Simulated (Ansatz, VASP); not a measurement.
# Two plane-wave programs on CaS

The input POSCAR:

```
CaS
1.0
    0.0000000000      2.8479357439      2.8479357439
    2.8479357439      0.0000000000      2.8479357439
    2.8479357439      2.8479357439      0.0000000000
Ca S
1 1
Direct
    0.0000000000      0.0000000000      0.0000000000
    0.5000000000      0.5000000000      0.5000000000
```

File INCAR.step1:

```
SYSTEM = CaS
  PREC = Accurate
  ENCUT = 400
  EDIFF = 1E-5
  ISMEAR = 0
  SIGMA = 0.01
  LREAL = .FALSE.
  LASPH = .TRUE.
  NELM = 120
  ALGO = Normal
  ISIF = 2
  LWAVE = .TRUE.
  GGA = PE
  NBANDS = 15
  GGA_COMPAT = .FALSE.
```

Contents of INCAR.step2:

```
SYSTEM = CaS
  PREC = Accurate
  ENCUT = 400
  EDIFF = 1E-6
  ISMEAR = 0
  SIGMA = 0.01
  LREAL = .FALSE.
  LASPH = .TRUE.
  NELM = 120
  ALGO = Normal
  ISIF = 2
  LWAVE = .FALSE.
  LCHARG = .TRUE.
  GGA = PE
  LHFCALC = .TRUE.
  HFSCREEN = 0.2079
  PRECFOCK = Normal
  LELF = .TRUE.
  LVHAR = .TRUE.
  ISTART = 1
  NBANDS = 15
  GGA_COMPAT = .FALSE.
```

The input KPOINTS:

```
regular mesh
0
G
  4 4 4
  0 0 0
```

Input for Ansatz:

```yaml
crystal:
  lattice:
    - [0.0, 2.8479357439, 2.8479357439]
    - [2.8479357439, 0.0, 2.8479357439]
    - [2.8479357439, 2.8479357439, 0.0]
  atoms:
    - { symbol: Ca, position: [0.0, 0.0, 0.0] }
    - { symbol: S, position: [0.5, 0.5, 0.5] }
kpoints:
  mp_grid: { grid: [4, 4, 4] }
hamiltonian:
  xc: hse06
scf:
  occupations: { method: fixed }
  n_extra_bands: 4
output:
  forces: true
  stress: true
  eigenvalues: true
  write_density: true
  write_potential: true
  elf: true
  volumetric_format: npy
```

Alike in both runs: task single point; functional HSE06; k mesh 4 × 4 × 4; no spin polarisation.

|  | VASP | Ansatz |
| --- | --- | --- |
| version | VASP 6.6.1 | Ansatz 0.2.0 |
| potentials or method | VASP PAW PBE potentials, release 64 (Ca_sv, S) | plane waves, PAW |
| plane-wave cutoff (eV) | 400 | 420 |
| occupations | gaussian, width 0.01 eV | fixed |
| valence electrons in the cell | 16 | 16 |

VASP gave:

```
gap on the k mesh at the Fermi level (eV) : 3.40
pressure (GPa)                            : 0.3
```

Which values does Ansatz return?

gap on the k mesh at the Fermi level (eV): 3.41; pressure (GPa): 0.2.

Ansatz's warnings: stress exchange threshold loose, stress scf threshold loose.

The k mesh is coarse, so the values compare programs but aren't converged.
